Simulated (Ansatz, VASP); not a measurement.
**AlP: VASP beside Ansatz**

Contents of INCAR:

```
PREC = Accurate
ENCUT = 500
EDIFF = 1E-6
ISMEAR = 0
SIGMA = 0.1
LREAL = F
LASPH = T
NELM = 120
ALGO = Normal
ISIF = 2
LWAVE = F
LCHARG = F
GGA = PS
NBANDS = 11
GGA_COMPAT = F
```

The input KPOINTS:

```
regular mesh
0
Gamma
  6 6 6
```

The input POSCAR:

```
AlP
1.0
    0.0000000000      2.7364837130      2.7364837130
    2.7364837130      0.0000000000      2.7364837130
    2.7364837130      2.7364837130      0.0000000000
Al P
1 1
Direct
    0.0000000000      0.0000000000      0.0000000000
    0.7500000000      0.7500000000      0.7500000000
```

Input for Ansatz:

```yaml
crystal:
  lattice:
    - [0.0, 2.736483713, 2.736483713]
    - [2.736483713, 0.0, 2.736483713]
    - [2.736483713, 2.736483713, 0.0]
  atoms:
    - { symbol: Al, position: [0.0, 0.0, 0.0] }
    - { symbol: P, position: [0.75, 0.75, 0.75] }
basis:
  ecutwfc: 420
kpoints:
  mp_grid: { grid: [6, 6, 6] }
hamiltonian:
  xc: pbesol
scf:
  occupations: { method: gaussian, width: 0.1 }
output:
  forces: true
  stress: true
  eigenvalues: true
```

Alike in both runs: task single point; functional PBEsol; k mesh 6 × 6 × 6; occupations gaussian, width 0.1 eV; no spin polarisation.

```csv
,VASP,Ansatz
version,VASP 6.6.1,Ansatz 0.2.0
potentials or method,"VASP PAW PBE potentials, release 64 (Al, P), cutoff 500 eV","scalar-relativistic, plane waves, PAW"
valence electrons in the cell,8,8
```

|  | VASP | Ansatz | Ansatz less VASP |
| --- | --- | --- | --- |
| gap on the k mesh at the Fermi level (eV) | 1.45 | 1.45 | +0.003 |
| least direct gap on the mesh (eV) | 3.14 | 3.14 | -0.006 |
| pressure (GPa) | 0.0 | -0.1 | -0.03 |

VASP's potentials were made for PBE, not for PBEsol.
